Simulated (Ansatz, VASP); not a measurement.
# I in VASP and in Ansatz

```xyz
4
Lattice="4.4434 0.0000 0.0000 -2.2217 3.8481 0.0000 0.0000 0.0000 9.3712" Properties=species:S:1:pos:R:3 pbc="T T T"
I     0.0000    0.0000    0.0000
I     0.0000    0.0000    4.6856
I     0.0000    2.5654    7.0284
I     2.2217    1.2827    2.3428
```

Alike in both runs: functional PBE; k mesh 15 × 15 × 4; occupations gaussian, width 0.1 eV; no spin polarisation.

Ansatz relaxed the structure, and its values are those at the end. VASP's run is a single point on that final structure, the one shown.

|  | VASP | Ansatz |
| --- | --- | --- |
| version | VASP 6.6.1 | Ansatz 0.2.0 |
| potentials or method | VASP PAW PBE potentials, release 64 (I), cutoff 520 eV | scalar-relativistic, plane waves, PAW |
| valence electrons in the cell | 28 | 68 |

```csv
,VASP,Ansatz,Ansatz less VASP
gap on the k mesh at the Fermi level (eV),none,none,-
pressure (GPa),0.0,0.0,+0.02
```

A gap of «none» marks a metal or a gap that the smearing closes. With one functional, cell and mesh, what is left measures potentials, basis and numerics. VASP's potentials hold 28 valence electrons a cell and Ansatz's 68, so a difference there can come from the potentials and not from the codes.

Spin-orbit coupling is off throughout.
